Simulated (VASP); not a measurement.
HfN, 2 atoms in the cell. It takes space group Fm-3m (No. 225, cubic). Conventional cell: a = 4.518 Å, b = 4.518 Å, c = 4.518 Å, α = 90.00°, β = 90.00°, γ = 90.00°. Within 3.0 Å of Hf (site symmetry m-3m) lie 6 N at 2.26 Å. N (site symmetry m-3m) has 6 Hf at 2.26 Å within 3.0 Å. 

* Program: VASP 6.6.1
* Task: single point
* Functional: PBE
* Potentials or basis: VASP PAW PBE potentials, release 64 (Hf_pv, N)
* Cutoff: 600 eV
* k mesh: 10 × 10 × 10
* Occupations: gaussian, width 0.05 eV
* Spin: no spin polarisation
* Hubbard terms: Hf d U = 3.0 eV
* Dipole correction: no
* Further INCAR settings: ALGO = Normal; EDIFF = 1e-06; NBANDS = 14

Potentials or basis: VASP PAW PBE potentials, release 64 (Hf_pv, N).

The run is started by

```console
$ cat potpaw_PBE.64/Hf_pv/POTCAR potpaw_PBE.64/N/POTCAR > POTCAR
$ mpirun -np 1 vasp_std > vasp.out
```

Hardware: 1 thread of Intel Xeon 8259CL, on a shared host.

**Question.** How long does it take, and how much memory?

**Answer.** It took 29 s on 1 thread of Intel Xeon 8259CL, on a shared host, peak memory 0.17 GiB. Counts: scf iterations 13, k points 47.
